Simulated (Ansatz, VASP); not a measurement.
## YbC in VASP and in Ansatz

The input INCAR:

```
ALGO = Normal
EDIFF = 1E-6
ENCUT = 520
GGA = PE
ISIF = 2
ISMEAR = 0
ISPIN = 2
LASPH = True
LCHARG = False
LDAU = True
LDAUJ = 0 0
LDAUL = 3 -1
LDAUPRINT = 1
LDAUTYPE = 2
LDAUU = 6 0
LMAXMIX = 6
LORBIT = 11
LREAL = False
LWAVE = False
MAGMOM = 1 0
NBANDS = 25
NELM = 150
PREC = Accurate
SIGMA = 0.05
```

Contents of KPOINTS:

```
k-points
0
Gamma
  5 5 5
```

File POSCAR:

```
YbC
1.0
    0.0000000000      2.6788128730      2.6788128730
    2.6788128730      0.0000000000      2.6788128730
    2.6788128730      2.6788128730      0.0000000000
Yb C
1 1
Direct
    0.0000000000      0.0000000000      0.0000000000
    0.2500000000      0.2500000000      0.2500000000
```

Input for Ansatz:

```yaml
crystal:
  lattice:
    - [0.0, 2.678812873, 2.678812873]
    - [2.678812873, 0.0, 2.678812873]
    - [2.678812873, 2.678812873, 0.0]
  atoms:
    - { symbol: Yb, position: [0.0, 0.0, 0.0], spin: 1.0 }
    - { symbol: C, position: [0.25, 0.25, 0.25] }
basis:
  ecutwfc: 420
  ecutrho_ratio: 4
kpoints:
  mp_grid: { grid: [5, 5, 5] }
hamiltonian:
  xc: pbe
  hubbard: { sites: [{ species: Yb, l: f, u_eff: 6.0 }] }
scf:
  occupations: { method: gaussian, width: 0.05 }
output:
  forces: true
  stress: true
  eigenvalues: true
  populations: true
  hubbard: { sites: [{ species: Yb, l: f }] }
magnetization:
  spin_polarized: true
```

Alike in both runs: task single point; functional PBE; k mesh 5 × 5 × 5; occupations gaussian, width 0.05 eV; collinear spin; Hubbard terms Yb f U = 6.0 eV.

|  | VASP | Ansatz |
| --- | --- | --- |
| version | VASP 6.6.1 | Ansatz 0.2.0 |
| potentials or method | VASP PAW PBE potentials, release 64 (Yb, C), cutoff 520 eV | scalar-relativistic, plane waves, PAW |
| valence electrons in the cell | 28 | 28 |

```csv
,VASP,Ansatz,Ansatz less VASP
gap on the k mesh at the Fermi level (eV),none,none,-
pressure (GPa),5.9,-2.5,-8.39
"traceless stress, the component that is largest in VASP (GPa)",0.00,0.18,+0.183
net moment per atom (μB),1.00,0.52,-0.481
size of the moment on the site where the two differ most (μB),0.72,0.03,-0.688
```

The net moments are unlike, so the other rows may belong to different states. Site moments also hang on the region over which each program counts them. The programs project onto different local orbitals, so the same U acts differently, and such runs can settle in different states. A gap of «none» marks a metal or a gap that the smearing closes. Ansatz's warnings: filled band counts differ across k points.

The k mesh is coarse, so the values compare programs but aren't converged. Neither program's run includes spin-orbit coupling.
